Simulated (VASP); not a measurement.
The system is MnO.

```
Mn O
1.0
     0.00000    2.20898    2.20898
     2.20898    0.00000    2.20898
     2.20898    2.20898    0.00000
Mn O
1 1
Direct
  0.00000 0.00000 0.00000
  0.50000 0.50000 0.50000
```

Base run:

| Property | Result |
| --- | --- |
| Program | VASP 6.6.1 |
| Functional | revPBE |
| Potentials or basis | VASP PAW PBE potentials, release 64 (Mn_pv, O) |
| Cutoff | 520 eV |
| k mesh | 10 × 10 × 10 |
| Occupations | fermi-dirac, width 0.05 eV |
| Spin | collinear spin, ferromagnetic start |
| Starting moments | [4.0, 0.0] μB |

Its results: pressure 7.4 GPa; net moment 4.79 μB per cell; site moments Mn +4.35; O +0.20 μB.

Question: The run is repeated on the same cell with these changes: functional from revPBE to LDA; potentials or basis from VASP PAW PBE potentials, release 64 (Mn_pv, O) to VASP PAW LDA potentials, release 64 (Mn_pv, O). What comes out?

Answer: Pressure -16.6 GPa; net moment 4.44 μB per cell; site moments Mn +4.05; O +0.17 μB.

Caveats: a cell with one magnetic atom can't hold antiferromagnetic order, which such compounds often take; the cell stands under pressure (at least some runs); the PAW data sets were made with another functional, which shifts forces and pressure a little (at least some runs); the cell stands under tension (at least some runs).
